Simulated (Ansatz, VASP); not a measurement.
# Mg3CdSe4 in VASP and in Ansatz

File INCAR:

```
SYSTEM = Mg3CdSe4
PREC = Accurate ; ENCUT = 600
EDIFF = 1E-7 ; ISMEAR = 0
SIGMA = 0.15 ; LREAL = .FALSE.
LASPH = .TRUE. ; NELM = 120
ALGO = Normal ; ISIF = 3
LWAVE = .FALSE. ; LCHARG = .FALSE.
GGA = PE ; IBRION = 2
NSW = 36 ; EDIFFG = -0.08
GGA_COMPAT = .FALSE. ; NELMIN = 4
```

The input KPOINTS:

```
regular mesh
0
G
  3 3 2
  0 0 0
```

POSCAR

```
Mg3CdSe4
1.0
    6.0185727200      0.0000000000      0.0000000000
   -3.0092863600      5.2122368700      0.0000000000
    0.0000000000      0.0000000000      6.8714000500
Mg Cd Se
3 1 4
Direct
    0.5000000000      0.0000000000      0.5000000000
    0.0000000000      0.5000000000      0.5000000000
    0.5000000000      0.5000000000      0.5000000000
    0.0000000000      0.0000000000      0.0000000000
    0.3333333300      0.6666666700      0.5000000000
    0.6666666700      0.3333333300      0.5000000000
    0.0000000000      0.0000000000      0.3249802400
    0.0000000000      0.0000000000      0.6750197600
```

Input for Ansatz:

```yaml
crystal:
  lattice:
    - [6.01857272, 0.0, 0.0]
    - [-3.00928636, 5.21223687, 0.0]
    - [0.0, 0.0, 6.87140005]
  atoms:
    - { symbol: Mg, position: [0.5, 0.0, 0.5] }
    - { symbol: Mg, position: [0.0, 0.5, 0.5] }
    - { symbol: Mg, position: [0.5, 0.5, 0.5] }
    - { symbol: Cd, position: [0.0, 0.0, 0.0] }
    - { symbol: Se, position: [0.33333333, 0.66666667, 0.5] }
    - { symbol: Se, position: [0.66666667, 0.33333333, 0.5] }
    - { symbol: Se, position: [0.0, 0.0, 0.32498024] }
    - { symbol: Se, position: [0.0, 0.0, 0.67501976] }
basis:
  ecutwfc: 420
kpoints:
  mp_grid: { grid: [3, 3, 2] }
hamiltonian:
  xc: pbe
scf:
  occupations: { method: gaussian, width: 0.15 }
  lower_state_search: "off"
output:
  forces: true
  stress: true
  eigenvalues: true
relax:
  adjacent_minimum: "off"
  f_tol: 0.08
  max_steps: 16
  cell: { stress_tol: 0.8 }
```

Alike in both runs: task relaxation of cell and atoms; functional PBE; k mesh 3 × 3 × 2; occupations gaussian, width 0.15 eV; no spin polarisation.

|  | VASP | Ansatz |
| --- | --- | --- |
| version | VASP 6.6.1 | Ansatz 0.2.0 |
| potentials or method | VASP PAW PBE potentials, release 64 (Mg, Cd, Se), cutoff 600 eV | scalar-relativistic, plane waves, PAW |
| valence electrons in the cell | 42 | 114 |

```tsv
	VASP	Ansatz	Ansatz less VASP
gap on the k mesh at the Fermi level, each at its own relaxed structure (eV)	none	none	-
relaxed volume (Å³/atom)	60.78	60.89	+0.118
relaxed length of the cell vector where the two differ most in proportion (Å)	8.279	8.315	+0.0356
```

A gap of «none» marks a metal or a gap that the smearing closes. VASP's potentials hold 42 valence electrons a cell and Ansatz's 114, so a difference there can come from the potentials and not from the codes.

The k mesh is coarse, so the values compare programs but aren't converged. Noted on VASP's run: the volume moved by over 15 % at a fixed basis, so the end points are rough.
